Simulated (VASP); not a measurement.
A run of VASP 6.6.1:

File INCAR:

```
SYSTEM = MgO
  PREC = Accurate
  ENCUT = 600
  EDIFF = 1E-6
  ISMEAR = 0
  SIGMA = 0.01
  LREAL = .False.
  LASPH = .True.
  NELM = 120
  ALGO = Normal
  ISIF = 2
  LWAVE = .False.
  LCHARG = .False.
  NBANDS = 11
  GGA_COMPAT = .False.
```

The input KPOINTS:

```
regular mesh
0
Gamma
  10 10 10
  0 0 0
```

POSCAR

```
MgO
1.0
    0.0000000000      2.0920503856      2.0920503856
    2.0920503856      0.0000000000      2.0920503856
    2.0920503856      2.0920503856      0.0000000000
Mg O
1 1
Direct
    0.0000000000      0.0000000000      0.0000000000
    0.5000000000      0.5000000000      0.5000000000
```

Potentials or basis: VASP PAW LDA potentials, release 64 (Mg, O).

Launch:

```console
$ cat potpaw_LDA.64/Mg/POTCAR potpaw_LDA.64/O/POTCAR > POTCAR
$ mpirun -np 1 vasp_std > vasp.out
```

Hardware: 1 thread of Intel(R) Xeon(R) 6975P-C (Granite Rapids), with other jobs on the host.

Estimate the wall time of this run.

Run time: 3.1 s on 1 thread of Intel(R) Xeon(R) 6975P-C (Granite Rapids) (shared host), peak memory 0.13 GiB. Counts: scf iterations 11, k points 47.
